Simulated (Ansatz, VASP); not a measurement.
# SrTiO3: VASP beside Ansatz

```
CELL_PARAMETERS angstrom
-2.77771 2.77771 3.94644
2.77771 -2.77771 3.94644
2.77771 2.77771 -3.94644
ATOMIC_POSITIONS crystal
Sr 0.75000 0.25000 0.50000
Sr 0.25000 0.75000 0.50000
Ti 0.00000 0.00000 0.00000
Ti 0.50000 0.50000 0.00000
O 0.25000 0.25000 0.00000
O 0.75000 0.75000 0.00000
O 0.74508 0.24508 0.95639
O 0.22819 0.27181 0.50000
O 0.27181 0.77181 0.04361
O 0.77181 0.72819 0.50000
```

Alike in both runs: task single point; functional PBE; k mesh 8 × 8 × 8; occupations gaussian, width 0.05 eV; no spin polarisation.

|  | VASP | Ansatz |
| --- | --- | --- |
| version | VASP 6.6.1 | Ansatz 0.2.0 |
| potentials or method | VASP PAW PBE potentials, release 64 (Sr_sv, Ti_sv, O), cutoff 520 eV | scalar-relativistic, plane waves, PAW |
| valence electrons in the cell | 80 | 80 |

Ansatz gave:

* gap on the k mesh at the Fermi level (eV): 1.93
* least direct gap on the mesh (eV): 1.93
* pressure (GPa): 0.0
* traceless stress, the component that is largest in VASP (GPa): -0.12
* rms of the force components (eV/Å): 0.180

Which values does VASP return?

gap on the k mesh at the Fermi level (eV): 1.90; least direct gap on the mesh (eV): 1.90; pressure (GPa): 0.6; traceless stress, the component that is largest in VASP (GPa): -0.13; rms of the force components (eV/Å): 0.180.

Atom by atom the forces differ by 0.003 eV/Å (rms over components). With one functional, cell and mesh, what is left measures potentials, basis and numerics.
